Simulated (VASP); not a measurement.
Set up this calculation in VASP 6.6.1, as the native input.

- Task: single point
- Functional: PBE
- Potentials or basis: VASP PAW PBE potentials, release 64 (Pb_d, O)
- Cutoff: 520 eV
- k mesh: 9 × 9 × 9
- Occupations: gaussian, width 0.012 eV
- Spin: no spin polarisation
- Dipole correction: no
- Further INCAR settings: ALGO = Normal; EDIFF = 1e-07; NBANDS = 20

The structure of PbO2 lies in POSCAR:

```
PbO2
1.0
    0.0000000000      2.7019920000      2.7019920000
    2.7019920000      0.0000000000      2.7019920000
    2.7019920000      2.7019920000      0.0000000000
Pb O
1 2
Direct
    0.0000000000      0.0000000000      0.0000000000
    0.7500000000      0.7500000000      0.7500000000
    0.2500000000      0.2500000000      0.2500000000
```

These files were run (other wordings do the same):

INCAR

```
SYSTEM = PbO2
  PREC = Accurate
  ENCUT = 520
  EDIFF = 1E-7
  ISMEAR = 0
  SIGMA = 0.012
  LREAL = .False.
  LASPH = .True.
  NELM = 60
  ALGO = Normal
  ISIF = 2
  LWAVE = .False.
  LCHARG = .False.
  GGA = PE
  NBANDS = 20
```

KPOINTS

```
regular mesh
0
Gamma
  9 9 9
  0 0 0
```

Potentials or basis: VASP PAW PBE potentials, release 64 (Pb_d, O).

Command:

```sh
$ cat potpaw_PBE.64/Pb_d/POTCAR potpaw_PBE.64/O/POTCAR > POTCAR
$ mpirun -np 1 vasp_std > vasp.out
```

Results of the run:

- Pressure: 0.6 GPa
- Band gap on the k mesh: zero (band 13 reaches 5.58 eV, above the bottom of band 14 at 4.43 eV)

Caveat: spin-orbit coupling is left out, which moves the levels of the heavy elements.

Wall time 23 s on 1 thread of Intel(R) Xeon(R) Platinum 8259CL CPU @ 2.50GHz (Skylake/Cascade Lake), on a shared host, peak memory 0.16 GiB.
